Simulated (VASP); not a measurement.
**SiNi2: single point with r2SCAN**

SiNi2:

```
CELL_PARAMETERS angstrom
3.81150 0.00000 0.00000
-1.90575 3.30086 0.00000
0.00000 0.00000 5.22242
ATOMIC_POSITIONS crystal
Si 0.33333 0.66667 0.75000
Si 0.66667 0.33333 0.25000
Ni 0.00000 0.00000 0.00000
Ni 0.00000 0.00000 0.50000
Ni 0.33333 0.66667 0.25000
Ni 0.66667 0.33333 0.75000
```

This cell differs from its parent crystal: uniaxial strain along c: +6.0 %.

```yaml
Program: VASP 6.6.1
Task: single point
Functional: r2SCAN
Potentials_or_basis: VASP PAW PBE potentials, release 64 (Si, Ni)
Cutoff: 520 eV
k_mesh: 12 × 12 × 8
Occupations: gaussian, width 0.1 eV
Spin: no spin polarisation
```

```yaml
Pressure: -2.7 GPa
Band_gap_on_the_k_mesh: zero (bands 24 and 25 overlap by 4.00 eV)
```

Stress tensor (GPa, compression positive):
```
  2.27   0.00   0.00
  0.00   2.27   0.00
  0.00   0.00 -12.63
```

Levels at points of the mesh, in eV from the Fermi level:
```tsv
k point	band 21	band 22	band 23	band 24	band 25	band 26	band 27	band 28
(0.00, 0.00, 0.00)	-0.58	-0.58	-0.16	3.31	3.31	3.36	3.36	3.65
(0.50, 0.00, 0.00)	-1.52	-1.18	-1.05	-0.72	-0.66	1.16	1.94	3.60
(0.00, 0.00, 0.50)	-1.23	-1.23	2.00	2.00	3.70	3.70	3.70	3.70
(0.50, 0.00, 0.50)	-1.26	-1.26	-0.98	-0.98	1.05	1.05	3.41	3.41
```

It took 9.2 min on 1 thread of Intel(R) Xeon(R) 6975P-C (Granite Rapids), with other jobs on the host, peak memory 0.3 GiB.

Caveat: the cell differs from its parent crystal (uniaxial strain along c: +6.0 %); the PAW data sets were made with another functional, which shifts forces and pressure a little. Spin polarisation is off, so any magnetic state and its effect on volume and gap are missing.
